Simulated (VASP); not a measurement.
Wanted: the native input for a VASP 6.6.1 run.

| Item | Value |
| --- | --- |
| Task | single point |
| Functional | HSE06 |
| Potentials or basis | VASP PAW PBE potentials, release 64 (Zr_sv) |
| Cutoff | 400 eV |
| k mesh | 8 × 8 × 8 |
| Occupations | gaussian, width 0.05 eV |
| Spin | no spin polarisation |
| Dipole correction | no |
| Grid for exact exchange (PRECFOCK) | Normal |
| Further INCAR settings | ALGO = Normal; EDIFF = 1e-06; NBANDS = 12 |
| Share of exact exchange | 0.25 |
| Screening parameter | 0.2079 1/Å |

Crystal: Zr.

```
Zr
1.0
    -1.79636    1.79636    1.79636
     1.79636   -1.79636    1.79636
     1.79636    1.79636   -1.79636
Zr
1
Direct
  0.00000 0.00000 0.00000
```

This isn't the form of Zr at room conditions, which is hcp.

One way to write it, as run:

POSCAR

```
Zr
1.0
   -1.7963578266      1.7963578266      1.7963578266
    1.7963578266     -1.7963578266      1.7963578266
    1.7963578266      1.7963578266     -1.7963578266
Zr
1
Direct
    0.0000000000      0.0000000000      0.0000000000
```

INCAR.step1

```
SYSTEM = Zr
ALGO = Normal ; EDIFF = 1E-5
ENCUT = 400 ; GGA = PE
GGA_COMPAT = .False. ; ISIF = 2
ISMEAR = 0 ; LASPH = .True.
LREAL = .False. ; LWAVE = .True.
NBANDS = 12 ; NELM = 120
PREC = Accurate ; SIGMA = 0.05
```

INCAR.step2

```
SYSTEM = Zr
ALGO = Normal ; EDIFF = 1E-6
ENCUT = 400 ; GGA = PE
GGA_COMPAT = .False. ; HFSCREEN = 0.2079
ISIF = 2 ; ISMEAR = 0
ISTART = 1 ; LASPH = .True.
LCHARG = .True. ; LELF = .True.
LHFCALC = .True. ; LREAL = .False.
LVHAR = .True. ; LWAVE = .False.
NBANDS = 12 ; NELM = 120
PREC = Accurate ; PRECFOCK = Normal
SIGMA = 0.05
```

KPOINTS

```
k-points
0
Gamma
  8 8 8
  0 0 0
```

Potentials or basis: VASP PAW PBE potentials, release 64 (Zr_sv).

The run is started by

```sh
$ cat potpaw_PBE.64/Zr_sv/POTCAR > POTCAR
$ cp INCAR.step1 INCAR
$ mpirun -np 1 vasp_std > vasp.out
$ cp INCAR.step2 INCAR
$ mpirun -np 1 vasp_std > vasp.out
```

It gave:

```
Pressure               : -0.3 GPa
Band gap on the k mesh : zero (bands 6 and 7 overlap by 2.43 eV)
```

Caveat: the PAW data sets were made with another functional, which shifts forces and pressure a little.

It took 26 min on 1 thread of Oxide Virtual Turin-like Processor, on a shared host, peak memory 0.2 GiB.
